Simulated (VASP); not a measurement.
Runs of VASP 6.6.1 on Tm2I3. The structure is that of space group Pm-3m (No. 221), or close to it. The cells are those of the table. The cell was generated, and may not be a known phase.

```tsv
task	cell	k mesh	gap on the mesh (eV)	pressure (GPa)	relaxed volume (Å³/atom)
single point	a = 5.915 Å, 5 atoms	6 × 6 × 6	none	0.1	-
single point	a = 5.697 Å, 5 atoms	4 × 4 × 4	none	4.0	-
relaxation of cell and atoms	relaxed from a = 5.697 Å, 5 atoms	8 × 8 × 8	-	0.0	41.56
single point	a = 5.915 Å, 5 atoms	8 × 8 × 8	none	0.1	-
relaxation of cell and atoms	relaxed from a = 5.915 Å, 5 atoms	6 × 6 × 6	-	0.0	(a)
```

Alike in all rows: level PBE; potentials or basis VASP PAW PBE potentials, release 64 (Tm_3, I), 4f in core; no spin polarisation; cutoff (eV) 500; smearing gaussian 0.1 eV.

Problem. Estimate the missing entries.

Solution. (a) 41.57.

Caveats: spin-orbit coupling is left out, which moves the levels of the heavy elements; the 4f electrons are frozen in the core, so they carry no moment and show no levels; the run has no spin polarisation, though such a crystal can be magnetic; an odd number of electrons without spin polarisation forces a metal (at least some runs); a magnetic or distorted state may lie lower (at least some runs); the highest band is partly filled, so the run has too few bands (at least some runs); the cell stands under pressure (at least some runs).

A k mesh can miss the band edges, and the runs leave out spin-orbit coupling on I, Tm.

A gap of «none» marks levels without a gap at the run's occupations.
